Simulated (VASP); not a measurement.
A run of VASP 6.6.1 is set up as follows.

Contents of INCAR:

```
SYSTEM = SnSe
ALGO = Normal
EDIFF = 1E-6
ENCUT = 520
GGA = CA
ISIF = 2
ISMEAR = 0
LASPH = .TRUE.
LCHARG = .TRUE.
LELF = .TRUE.
LREAL = .FALSE.
LVHAR = .TRUE.
LWAVE = .FALSE.
NBANDS = 28
NELM = 80
PREC = Accurate
SIGMA = 0.01
```

Contents of KPOINTS:

```
k-points
0
G
  6 6 2
  0 0 0
```

File POSCAR:

```
SnSe
1.0
    4.2853300000      0.0000000000      0.0000000000
    0.0000000000      4.2853300000      0.0000000000
    0.0000000000      0.0000000000     10.9906900000
Sn Se
2 2
Direct
    0.5000000000      0.0000000000      0.3722300000
    0.0000000000      0.5000000000      0.6277700000
    0.5000000000      0.0000000000      0.6160400000
    0.0000000000      0.5000000000      0.3839600000
```

Potentials or basis: VASP PAW LDA potentials, release 64 (Sn_d, Se).

Command:

```sh
$ cat potpaw_LDA.64/Sn_d/POTCAR potpaw_LDA.64/Se/POTCAR > POTCAR
$ mpirun -np 1 vasp_std > vasp.out
```

Q: Estimate the largest force.

A: 0.220 eV/Å.

Q: Estimate the band gap on the k mesh.

A: 1.45 eV.

Forces in eV/Å, atoms in the order of the input:
```
Sn   0.000  0.000  0.220
Sn   0.000  0.000 -0.220
Se   0.000  0.000 -0.022
Se   0.000  0.000  0.022
```

Caveat: spin-orbit coupling is left out, which moves the levels of the heavy elements.
